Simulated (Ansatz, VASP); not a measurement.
# Nb in VASP and in Ansatz

```
Nb
1.0
     2.70848    0.00000    0.00000
     0.00000    2.70848    0.00000
     0.00000    0.00000    2.70848
Nb
1
Direct
  0.00000 0.00000 0.00000
```

Alike in both runs: functional r2SCAN; k mesh 12 × 12 × 12; occupations fermi-dirac, width 0.05 eV; collinear spin.

Ansatz relaxed the structure, and its values are those at the end. VASP's run is a single point on that final structure, the one shown.

|  | VASP | Ansatz |
| --- | --- | --- |
| version | VASP 6.6.1 | Ansatz 0.2.0 |
| potentials or method | VASP PAW PBE potentials, release 64 (Nb_sv), cutoff 520 eV | plane waves (500 eV) with PAW, scalar-relativistic |
| valence electrons in the cell | 13 | 13 |

```tsv
	VASP	Ansatz	Ansatz less VASP
pressure (GPa)	-0.1	0.0	+0.09
net moment per atom (μB)	0.00	0.00	0.000
```

VASP's potentials were made for PBE, not for r2SCAN. Ansatz's warnings: seeded moment not kept.
